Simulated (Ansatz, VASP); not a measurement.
**ZnS in VASP and in Ansatz**

```xyz
4
Lattice="4.0334 0.0000 0.0000 -2.0167 3.4930 0.0000 0.0000 0.0000 5.7303" Properties=species:S:1:pos:R:3 pbc="T T T"
Zn    0.0000    2.3287    0.0298
Zn    2.0167    1.1643    2.8949
S     0.0000    2.3287    2.4036
S     2.0167    1.1643    5.2687
```

Alike in both runs: task single point; functional PBE; k mesh 9 × 9 × 4; occupations gaussian, width 0.05 eV; no spin polarisation.

|  | VASP | Ansatz |
| --- | --- | --- |
| version | VASP 6.6.1 | Ansatz 0.2.0 |
| potentials or method | VASP PAW PBE potentials, release 64 (Zn, S), cutoff 520 eV | scalar-relativistic, plane waves, PAW |
| valence electrons in the cell | 36 | 36 |

Ansatz gave:

* gap on the k mesh at the Fermi level (eV): 1.51
* least direct gap on the mesh (eV): 1.51
* pressure (GPa): -0.3
* traceless stress, the component that is largest in VASP (GPa): 5.94
* rms of the force components (eV/Å): 0.142

Q: Estimate VASP's values.

A: gap on the k mesh at the Fermi level (eV): 1.50; least direct gap on the mesh (eV): 1.50; pressure (GPa): -0.1; traceless stress, the component that is largest in VASP (GPa): 5.94; rms of the force components (eV/Å): 0.139.

Atom by atom the forces differ by 0.003 eV/Å (rms over components).
